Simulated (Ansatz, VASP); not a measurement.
## One calculation of Te2Mo, two programs

```
CELL_PARAMETERS angstrom
3.54213 0.00000 0.00000
-1.77107 3.06758 0.00000
0.00000 0.00000 14.17628
ATOMIC_POSITIONS crystal
Te 0.33333 0.66667 0.12340
Te 0.66667 0.33333 0.62342
Te 0.66667 0.33333 0.87660
Te 0.33333 0.66667 0.37658
Mo 0.33333 0.66667 0.75001
Mo 0.66667 0.33333 0.24999
```

Alike in both runs: task single point; functional PBE; k mesh 12 × 12 × 2; occupations fermi-dirac, width 0.02 eV; no spin polarisation.

```csv
,VASP,Ansatz
version,VASP 6.6.1,Ansatz 0.2.0
potentials or method,"VASP PAW PBE potentials, release 64 (Te, Mo_sv)","plane waves, PAW"
plane-wave cutoff (eV),520,420
valence electrons in the cell,52,92
```

|  | VASP | Ansatz | Ansatz less VASP |
| --- | --- | --- | --- |
| gap on the k mesh at the Fermi level (eV) | 0.82 | 0.82 | +0.005 |
| pressure (GPa) | 1.9 | 1.9 | +0.02 |
| traceless stress, the component that is largest in VASP (GPa) | 0.88 | 0.83 | -0.057 |
| rms of the force components (eV/Å) | 0.100 | 0.093 | -0.0069 |

Atom by atom the forces differ by 0.007 eV/Å (rms over components). VASP's potentials hold 52 valence electrons a cell and Ansatz's 92, so a difference there can come from the potentials and not from the codes.

Spin-orbit coupling is off throughout.
